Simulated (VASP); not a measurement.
# NaF (R3m) in VASP: further runs

Runs on NaF. Level: PBEsol. Tasks: single point.

All numbers are computed with VASP 6.6.1; they aren't measurements. Logs are shortened: lines on timing, memory, paths and dates and some standing lists are left out, and cuts for length are marked.

**1. The cell of the first run**

The structure is trigonal, space group R3m (No. 160). The conventional cell has a = 3.286 Å, b = 3.286 Å, c = 8.048 Å, α = 90.00°, β = 90.00°, γ = 120.00°. Within 3.0 Å of Na (site symmetry 3m) lie 6 F at 2.24 to 2.41 Å. F (site symmetry 3m) has 6 Na at 2.24 to 2.41 Å within 3.0 Å.

**2. Single point, PBEsol (all Na atoms moved +0.150 Å, as atom 1 along Cartesian [1 1 1])**

INCAR

```
PREC     = Accurate       # precision mode
ENCUT    = 520            # plane-wave cutoff, eV
EDIFF    = 1E-7           # SCF threshold, eV
ISMEAR   = 0              # smearing method
SIGMA    = 0.05           # smearing width, eV
LREAL    = False          # projectors in reciprocal space
LASPH    = True           # aspherical terms in the spheres
NELM     = 100            # most SCF steps
ALGO     = Normal         # electronic algorithm
ISIF     = 2              # what is computed and relaxed
LWAVE    = False          # write WAVECAR
LCHARG   = True           # write CHGCAR
GGA      = PS             # functional
LELF     = True           # ELF
LVHAR    = True         
NBANDS   = 14             # bands
```

KPOINTS

```
Automatic mesh
0
Gamma
  8 8 8
```

POSCAR

```
NaF
1.0
    0.0000000000      2.3233000000      2.3233000000
    2.3233000000      0.0000000000      2.3233000000
    2.3233000000      2.3233000000      0.0000000000
Na F
1 1
Direct
    0.0186378299      0.0186378299      0.0186378299
    0.5000000000      0.5000000000      0.5000000000
```

Potentials or basis: VASP PAW PBE potentials, release 64 (Na_pv, F).

Launch:

```console
$ cat potpaw_PBE.64/Na_pv/POTCAR potpaw_PBE.64/F/POTCAR > POTCAR
$ mpirun -np 1 vasp_std > vasp.out
```

OUTCAR:

```text
PREC = Accurate
   ENCUT = 520
   EDIFF = 1E-7
   ISMEAR = 0
   LREAL = False
   LASPH = True
   NELM = 100
   ISIF = 2
   GGA = PS

 ion  position               nearest neighbor table
   1  0.019  0.019  0.019-   2 2.24   2 2.24   2 2.24
   2  0.500  0.500  0.500-   1 2.24   1 2.24   1 2.24

  LATTYP: Found a face centered cubic cell.
 ALAT       =     4.6466000000

  Lattice vectors:

 A1 = (   0.0000000000,   2.3233000000,   2.3233000000)
 A2 = (   2.3233000000,   0.0000000000,   2.3233000000)
 A3 = (   2.3233000000,   2.3233000000,   0.0000000000)

Analysis of symmetry for initial positions (statically):
=====================================================================
 Subroutine PRICEL returns:
 Original cell was already a primitive cell.

 Routine SETGRP: Setting up the symmetry group for a
 face centered cubic supercell.

 Subroutine GETGRP returns: Found  6 space group operations
 (whereof  6 operations were pure point group operations)
 out of a pool of 48 trial point group operations.

The static configuration has the point symmetry C_3v.

Analysis of symmetry for dynamics (positions and initial velocities):
=====================================================================
 Subroutine PRICEL returns:
 Original cell was already a primitive cell.

 Routine SETGRP: Setting up the symmetry group for a
 face centered cubic supercell.

 Subroutine GETGRP returns: Found  6 space group operations
 (whereof  6 operations were pure point group operations)
 out of a pool of 48 trial point group operations.

The dynamic configuration has the point symmetry C_3v.

 Subroutine INISYM returns: Found  6 space group operations
 (whereof  6 operations are pure point group operations),
 and found     1 'primitive' translations

----------------------------------------------------------------------------------------

                                     Primitive cell

  volume of cell :      25.0811

  direct lattice vectors                    reciprocal lattice vectors
     0.000000000  2.323300000  2.323300000    -0.215211122  0.215211122  0.215211122
     2.323300000  0.000000000  2.323300000     0.215211122 -0.215211122  0.215211122
     2.323300000  2.323300000  0.000000000     0.215211122  0.215211122 -0.215211122

  length of vectors
     3.285642369  3.285642369  3.285642369     0.372756598  0.372756598  0.372756598

  position of ions in fractional coordinates (direct lattice)
     0.018637830  0.018637830  0.018637830
     0.500000000  0.500000000  0.500000000

  ion indices of the primitive-cell ions
   primitive index   ion index
                 1           1
                 2           2

----------------------------------------------------------------------------------------

 KPOINTS: Automatic mesh

Automatic generation of k-mesh.
 Grid dimensions read from file:
 generate k-points for:    8    8    8

 Generating k-lattice:

  Cartesian coordinates                     Fractional coordinates (reciprocal lattice)
    -0.026901390  0.026901390  0.026901390     0.125000000  0.000000000  0.000000000
     0.026901390 -0.026901390  0.026901390     0.000000000  0.125000000  0.000000000
     0.026901390  0.026901390 -0.026901390     0.000000000  0.000000000  0.125000000

  Length of vectors
     0.046594575  0.046594575  0.046594575

  Shift w.r.t. Gamma in fractional coordinates (k-lattice)
     0.000000000  0.000000000  0.000000000

 Subroutine IBZKPT returns following result:
 ===========================================

 Found     65 irreducible k-points:

 Following reciprocal coordinates:
            Coordinates               Weight
  0.000000  0.000000  0.000000      1.000000
  0.125000  0.000000  0.000000      6.000000
  0.125000  0.125000  0.125000      2.000000
  0.250000  0.000000  0.000000      6.000000
  0.250000  0.250000  0.250000      2.000000
  0.375000  0.000000  0.000000      6.000000
[... 16 lines left out ...]
 -0.250000  0.125000  0.000000     12.000000
  0.125000  0.125000  0.375000      6.000000
 [... further k-points ...]
   k-points           NKPTS =     65   k-points in BZ     NKDIM =     65   number of bands    NBANDS=     14
   number of dos      NEDOS =    301   number of ions     NIONS =      2
   total plane-waves  NPLWV =  13824
   dimension x,y,z NGX =    24 NGY =   24 NGZ =   24
   dimension x,y,z NGXF=    48 NGYF=   48 NGZF=   48
   ions per type =               1   1
   NGX,Y,Z   is equivalent  to a cutoff of  12.14, 12.14, 12.14 a.u.
   NGXF,Y,Z  is equivalent  to a cutoff of  24.29, 24.29, 24.29 a.u.
 SYSTEM =  unknown system
   PREC   = accura    normal or accurate (medium, high low for compatibility)
   ISTART =      0    job   : 0-new  1-cont  2-samecut
   ICHARG =      2    charge: 1-file 2-atom 10-const
   ISPIN  =      1    spin polarized calculation?
   LNONCOLLINEAR =      F non collinear calculations
   LSORBIT =      F    spin-orbit coupling
   LASPH  =      T    aspherical Exc in radial PAW
   ENCUT  =  520.0 eV  38.22 Ry    6.18 a.u.   6.11  6.11  6.11*2*pi/ulx,y,z
   NELM   =    100;   NELMIN=  2; NELMDL= -5     # of ELM steps
   EDIFF  = 0.1E-06   stopping-criterion for ELM
   LREAL  =      F    real-space projection
   EDIFFG = 0.1E-05   stopping-criterion for IOM
   NSW    =      0    number of steps for IOM
   IBRION =     -1    ionic relax: 0-MD 1-quasi-New 2-CG
   NFREE  =      0    steps in history (QN), initial steepest desc. (CG)
   ISIF   =      2    stress and relaxation
   ISYM   =      2    0-nonsym 1-usesym 2-fastsym
   POTIM  = 0.5000    time-step for ionic-motion
   TEBEG  =    0.0;   TEEND  =   0.0 temperature during run
   PSTRESS=    0.0 pullay stress
   NELECT =      14.0000    total number of electrons
   NUPDOWN=      -1.0000    fix difference up-down
   EMIN   =  10.00;   EMAX   =-10.00  energy-range for DOS
   EFERMI =   0.00;   METHOD = LEGACY
   ISMEAR =     0;   SIGMA  =   0.05  broadening in eV -4-tet -1-fermi 0-gaus
   EFERMI_NEDOS =   21; number of points for ismear=-14 and -15
   IALGO  =     38    algorithm
   IMIX   =      4    mixing-type and parameters
     AMIX     =   0.40;   BMIX     =  1.00
     AMIX_MAG =   1.60;   BMIX_MAG =  1.00
  volume/ion in A,a.u.               =      12.54        84.63
  Fermi-wavevector in a.u.,A,eV,Ry     =   1.347935  2.547227 24.720809  1.816928
  Thomas-Fermi vector in A             =   2.475645
   LORBIT       =      0    0 simple, 1 ext, 2 COOP (PROOUT), +10 PAW based schemes
   GGA     = PS    functional components
   LHFCALC =     F    Hartree Fock is set to
   AEXX    =    0.0000 exact exchange contribution
   IVDW    =     0    specifies the selected vdW correction
   LEPSILON=     F    determine dielectric tensor
   LRPA    =     F    only Hartree local field effects (RPA)
 non-spin polarized calculation
 Gauss-broadening in eV      SIGMA  =   0.05
  energy-cutoff  :      520.00
  volume of cell :       25.08
 maximum number of plane-waves:       692
   NGX = 13   NGY = 13   NGZ = 13

 number of electron      13.9999984 magnetization

 Free energy of the ion-electron system (eV)
  ---------------------------------------------------
  ext. energy  EPLUGINS =         0.00000000
  ---------------------------------------------------
  free energy    TOTEN  =        -8.74432927 eV

  energy without entropy =       -8.74432927  energy(sigma->0) =       -8.74432927

 E-fermi :  -1.9371     XC(G=0):  -9.2862

 val. band max:       -2.2146134418   @ k =   0.0000   0.0000   0.0000
 cond. band min:       3.9030930962   @ k =   0.0000   0.0000   0.0000
 fundamental gap:      6.1177065380
 Fermi energy:        -1.9371420200

 k-point     1 :       0.0000    0.0000    0.0000
  band No.  band energies     occupation
      1     -21.3153      2.00000
      2     -20.9892      2.00000
      3     -20.9892      2.00000
      4     -20.9347      2.00000
      5      -2.2229      2.00000
      6      -2.2229      2.00000
      7      -2.2146      2.00000
      8       3.9031      0.00000
      9      16.5952      0.00000
     10      16.5952      0.00000
     11      16.6837      0.00000
     12      19.2139      0.00000
     13      21.6328      0.00000
     14      21.6328      0.00000

 k-point     2 :       0.1250    0.0000    0.0000
  band No.  band energies     occupation
      1     -21.4758      2.00000
      2     -20.9956      2.00000
      3     -20.9911      2.00000
      4     -20.7501      2.00000
      5      -2.5209      2.00000
      6      -2.2596      2.00000
      7      -2.2500      2.00000
      8       4.4490      0.00000
      9      14.8094      0.00000
     10      16.8167      0.00000
     11      16.8936      0.00000
     12      20.8943      0.00000
     13      21.0625      0.00000
     14      21.3442      0.00000

 k-point     3 :       0.1250    0.1250    0.1250
  band No.  band energies     occupation
      1     -21.4696      2.00000
      2     -20.9910      2.00000
      3     -20.9910      2.00000
      4     -20.7611      2.00000
      5      -2.5139      2.00000
      6      -2.2605      2.00000
      7      -2.2605      2.00000
      8       4.4515      0.00000
      9      14.8577      0.00000
     10      16.8299      0.00000
     11      16.8299      0.00000
     12      21.0483      0.00000
     13      21.0483      0.00000
     14      21.2015      0.00000
[... 324 lines left out ...]
 k-point    23 :      -0.2500    0.1250    0.0000
  band No.  band energies     occupation
      1     -21.7371      2.00000
      2     -21.0201      2.00000
      3     -20.9972      2.00000
      4     -20.4037      2.00000
      5      -3.3115      2.00000
      6      -2.5032      2.00000
      7      -2.3785      2.00000
      8       6.6163      0.00000
      9      12.0433      0.00000
     10      16.0689      0.00000
     11      18.2264      0.00000
     12      19.4099      0.00000
     13      20.5408      0.00000
     14      23.1542      0.00000

 k-point    24 :       0.1250    0.1250    0.3750
  band No.  band energies     occupation
      1     -21.7308      2.00000
      2     -21.0212      2.00000
      3     -20.9947      2.00000
      4     -20.4115      2.00000
      5      -3.3138      2.00000
      6      -2.4976      2.00000
      7      -2.3889      2.00000
      8       6.6208      0.00000
      9      12.0437      0.00000
     10      16.2256      0.00000
     11      18.0859      0.00000
     12      19.3268      0.00000
     13      20.5527      0.00000
     14      23.1850      0.00000

 [... further k-points ...]

------------------------ aborting loop because EDIFF is reached ----------------------------------------

  FORCE on cell =-STRESS in cart. coord.  units (eV):
  Direction    XX          YY          ZZ          XY          YZ          ZX
  --------------------------------------------------------------------------------------
  -------------------------------------------------------------------------------------
  Total        0.0162449      0.0162449      0.0162449     -0.0285074     -0.0285074     -0.0285074
  in kB        1.0377214      1.0377214      1.0377214     -1.8210505     -1.8210505     -1.8210505
  external PRESSURE =       1.0377214 kB  Pullay stress =       0.0000000 kB

 VOLUME and BASIS-vectors are now :
 -----------------------------------------------------------------------------
  energy-cutoff  :      520.00
  volume of cell :       25.08
      direct lattice vectors                 reciprocal lattice vectors
     0.000000000  2.323300000  2.323300000    -0.215211122  0.215211122  0.215211122
     2.323300000  0.000000000  2.323300000     0.215211122 -0.215211122  0.215211122
     2.323300000  2.323300000  0.000000000     0.215211122  0.215211122 -0.215211122

 POSITION                                       TOTAL-FORCE (eV/Angst)
 -----------------------------------------------------------------------------------
      0.08660      0.08660      0.08660        -0.187203     -0.187203     -0.187203
      2.32330      2.32330      2.32330         0.187203      0.187203      0.187203
 -----------------------------------------------------------------------------------
    total drift:                                0.000133      0.000133      0.000134

  FREE ENERGIE OF THE ION-ELECTRON SYSTEM (eV)
  ---------------------------------------------------
  free  energy   TOTEN  =        -8.7443292738 eV

  energy  without entropy=       -8.7443292738  energy(sigma->0) =       -8.74432927
```

Run time: 18 s. Hardware: 1 thread of AMD EPYC 7R13 (Zen 3), shared host; peak memory 0.11 GiB.

What came out:

* Free energy: -8.7443 eV
* Pressure: 0.1 GPa
* Largest force: 0.324 eV/Å
* Band gap on the k mesh: 6.12 eV, direct

Forces on the atoms (eV/Å):
```
Na  -0.187 -0.187 -0.187
F    0.187  0.187  0.187
```

Caveat: the cell differs from its parent crystal (all Na atoms moved +0.150 Å, as atom 1 along Cartesian [1 1 1]); the PAW data sets were made with another functional, which shifts forces and pressure a little.

**3. Single point, PBEsol (all Na atoms moved +0.175 Å, as atom 1 along Cartesian [1 1 1])**

INCAR

```
SYSTEM = NaF
PREC = Accurate
ENCUT = 520
EDIFF = 1E-6
ISMEAR = 0
SIGMA = 0.05
LREAL = .False.
LASPH = .True.
NELM = 80
ALGO = Normal
ISIF = 2
LWAVE = .False.
LCHARG = .True.
GGA = PS
LELF = .True.
LVHAR = .True.
NBANDS = 14
```

KPOINTS

```
regular mesh
0
Gamma
  8 8 8
  0 0 0
```

Edit POSCAR of step 2 so:

```diff
@@ -8,3 +8,3 @@
 Direct
-    0.0186378299      0.0186378299      0.0186378299
+    0.0217441349      0.0217441349      0.0217441349
     0.5000000000      0.5000000000      0.5000000000
```

Potentials or basis: VASP PAW PBE potentials, release 64 (Na_pv, F).

Launch:

```console
$ cat potpaw_PBE.64/Na_pv/POTCAR potpaw_PBE.64/F/POTCAR > POTCAR
$ mpirun -np 1 vasp_std > vasp.out
```

OUTCAR:

```text
SYSTEM = NaF
   PREC = Accurate
   ENCUT = 520
   EDIFF = 1E-6
   ISMEAR = 0
   LREAL = .False.
   LASPH = .True.
   NELM = 80
   ISIF = 2
   GGA = PS

 ion  position               nearest neighbor table
   1  0.022  0.022  0.022-   2 2.23   2 2.23   2 2.23
   2  0.500  0.500  0.500-   1 2.23   1 2.23   1 2.23

  LATTYP: Found a face centered cubic cell.
 ALAT       =     4.6466000000

  Lattice vectors:

 A1 = (   0.0000000000,   2.3233000000,   2.3233000000)
 A2 = (   2.3233000000,   0.0000000000,   2.3233000000)
[... 594 lines left out ...]

  FORCE on cell =-STRESS in cart. coord.  units (eV):
  Direction    XX          YY          ZZ          XY          YZ          ZX
  --------------------------------------------------------------------------------------
  -------------------------------------------------------------------------------------
  Total        0.0412768      0.0412768      0.0412768     -0.0390328     -0.0390328     -0.0390328
  in kB        2.6367599      2.6367599      2.6367599     -2.4934156     -2.4934156     -2.4934156
  external PRESSURE =       2.6367599 kB  Pullay stress =       0.0000000 kB

 VOLUME and BASIS-vectors are now :
 -----------------------------------------------------------------------------
  energy-cutoff  :      520.00
  volume of cell :       25.08
      direct lattice vectors                 reciprocal lattice vectors
     0.000000000  2.323300000  2.323300000    -0.215211122  0.215211122  0.215211122
     2.323300000  0.000000000  2.323300000     0.215211122 -0.215211122  0.215211122
     2.323300000  2.323300000  0.000000000     0.215211122  0.215211122 -0.215211122

 POSITION                                       TOTAL-FORCE (eV/Angst)
 -----------------------------------------------------------------------------------
      0.10104      0.10104      0.10104        -0.218193     -0.218193     -0.218193
      2.32330      2.32330      2.32330         0.218193      0.218193      0.218193
 -----------------------------------------------------------------------------------
    total drift:                               -0.000119     -0.000119     -0.000119

  FREE ENERGIE OF THE ION-ELECTRON SYSTEM (eV)
  ---------------------------------------------------
  free  energy   TOTEN  =        -8.7355529001 eV

  energy  without entropy=       -8.7355529001  energy(sigma->0) =       -8.73555290
```

stdout:

```text
POSCAR found type information on POSCAR NaF
 POSCAR found :  2 types and       2 ions
 scaLAPACK will be used
 -----------------------------------------------------------------------------
|                                                                             |
|                                                                             |
|     You enforced a specific xc type in the INCAR file but a different       |
|     I HOPE YOU KNOW WHAT YOU ARE DOING!                                     |
|                                                                             |
 -----------------------------------------------------------------------------

 LDA part: xc-table for (Slater+PW92), standard interpolation
 POSCAR, INCAR and KPOINTS ok, starting setup
 FFT: planning ... GRIDC
 FFT: planning ... GRID_SOFT
 FFT: planning ... GRID
 WAVECAR not read
 entering main loop
```

Run time: 16 s. Hardware: 1 thread of AMD EPYC 7R13 (Zen 3), shared host; peak memory 0.11 GiB.

Results:

* Free energy: -8.7356 eV
* Pressure: 0.3 GPa
* Largest force: 0.378 eV/Å
* Band gap on the k mesh: 6.12 eV, direct

Forces on the atoms (eV/Å):
```
Na  -0.218 -0.218 -0.218
F    0.218  0.218  0.218
```

Stress tensor (GPa, compression positive):
```
 0.26 -0.25 -0.25
-0.25  0.26 -0.25
-0.25 -0.25  0.26
```

Caveat: the cell differs from its parent crystal (all Na atoms moved +0.175 Å, as atom 1 along Cartesian [1 1 1]); the PAW data sets were made with another functional, which shifts forces and pressure a little.
